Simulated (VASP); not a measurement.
Wanted: the native input for a VASP 6.6.1 run.

```yaml
Task: single point
Functional: PBEsol
Potentials_or_basis: VASP PAW PBE potentials, release 64 (Ga_d, As)
Cutoff: 520 eV
k_mesh: 12 × 12 × 12
Occupations: gaussian, width 0.01 eV
Spin: no spin polarisation
Dipole_correction: no
Further_INCAR_settings: ALGO = Normal; EDIFF = 1e-07; NBANDS = 16
```

The structure of GaAs lies in POSCAR:

```
GaAs
1.0
    0.0000000000      2.8295586684      2.8295586684
    2.8295586684      0.0000000000      2.8295586684
    2.8295586684      2.8295586684      0.0000000000
Ga As
1 1
Direct
    0.0000000000      0.0000000000      0.0000000000
    0.7500000000      0.7500000000      0.7500000000
```

These files were run (other wordings do the same):

INCAR

```
SYSTEM = GaAs
PREC = Accurate
ENCUT = 520
EDIFF = 1E-7
ISMEAR = 0
SIGMA = 0.01
LREAL = .FALSE.
LASPH = .TRUE.
NELM = 100
ALGO = Normal
ISIF = 2
LWAVE = .FALSE.
LCHARG = .FALSE.
GGA = PS
NBANDS = 16
```

KPOINTS

```
regular mesh
0
G
  12 12 12
  0 0 0
```

Potentials or basis: VASP PAW PBE potentials, release 64 (Ga_d, As).

The run is started by

```console
$ cat potpaw_PBE.64/Ga_d/POTCAR potpaw_PBE.64/As/POTCAR > POTCAR
$ mpirun -np 1 vasp_std > vasp.out
```

Results of the run:

| Quantity | Value |
| --- | --- |
| Pressure | 0.2 GPa |
| Band gap on the k mesh | 0.43 eV, direct |

Caveat: the PAW data sets were made with another functional, which shifts forces and pressure a little.

Wall time 25 s on 1 thread of AMD EPYC 9R45 96-Core Processor (Zen 5) (shared host), peak memory 0.17 GiB.
